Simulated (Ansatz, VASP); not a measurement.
## Al2Cu: VASP beside Ansatz

INCAR

```
SYSTEM = Al2Cu
PREC = Accurate ; ENCUT = 520
EDIFF = 1E-6 ; ISMEAR = 0
SIGMA = 0.1 ; LREAL = .False.
LASPH = .True. ; NELM = 60
ALGO = Fast ; ISIF = 2
LWAVE = .False. ; LCHARG = .True.
GGA = PS ; LELF = .True.
LVHAR = .True. ; NBANDS = 16
```

File KPOINTS:

```
Automatic mesh
0
Gamma
  6 6 8
  0 0 0
```

File POSCAR:

```
Al2Cu
1.0
    4.0866984621      0.0013549814     -0.0100177851
    0.0013549814      4.1025583957      0.0178365925
   -0.0070556074      0.0125624568      2.9085422956
Al Cu
2 1
Direct
    0.4687560276      0.0117958310      0.4766540501
    0.0213922591      0.5074259987      0.4270045301
    0.0251393845      0.0352885078      0.0181625366
```

Input for Ansatz:

```yaml
crystal:
  lattice:
    - [4.0866984621, 0.0013549814, -0.0100177851]
    - [0.0013549814, 4.1025583957, 0.0178365925]
    - [-0.0070556074, 0.0125624568, 2.9085422956]
  atoms:
    - { symbol: Al, position: [0.4687560276, 0.011795831, 0.4766540501] }
    - { symbol: Al, position: [0.0213922591, 0.5074259987, 0.4270045301] }
    - { symbol: Cu, position: [0.0251393845, 0.0352885078, 0.0181625366] }
basis:
  ecutwfc: 420
kpoints:
  mp_grid: { grid: [6, 6, 8] }
hamiltonian:
  xc: pbesol
scf:
  occupations: { method: gaussian, width: 0.1 }
output:
  forces: true
  stress: true
  eigenvalues: true
```

Change from the starting cell: kmesh displaced: [6, 6, 8] Gamma-centred.

Alike in both runs: task single point; functional PBEsol; k mesh 6 × 6 × 8; occupations gaussian, width 0.1 eV; no spin polarisation.

|  | VASP | Ansatz |
| --- | --- | --- |
| version | VASP 6.6.1 | Ansatz 0.2.0 |
| potentials or method | VASP PAW PBE potentials, release 64 (Al, Cu), cutoff 520 eV | scalar-relativistic, plane waves, PAW |
| valence electrons in the cell | 17 | 25 |

Ansatz gave:

```
gap on the k mesh at the Fermi level (eV)                     : none
pressure (GPa)                                                : 2.1
traceless stress, the component that is largest in VASP (GPa) : 2.80
rms of the force components (eV/Å)                            : 1.149
```

Which values does VASP return?

gap on the k mesh at the Fermi level (eV): none; pressure (GPa): 2.2; traceless stress, the component that is largest in VASP (GPa): 2.80; rms of the force components (eV/Å): 1.155.

VASP's potentials were made for PBE, not for PBEsol. Atom by atom the forces differ by 0.006 eV/Å (rms over components). A gap of «none» marks a metal or a gap that the smearing closes. With one functional, cell and mesh, what is left measures potentials, basis and numerics. VASP's potentials hold 17 valence electrons a cell and Ansatz's 25, so a difference there can come from the potentials and not from the codes.
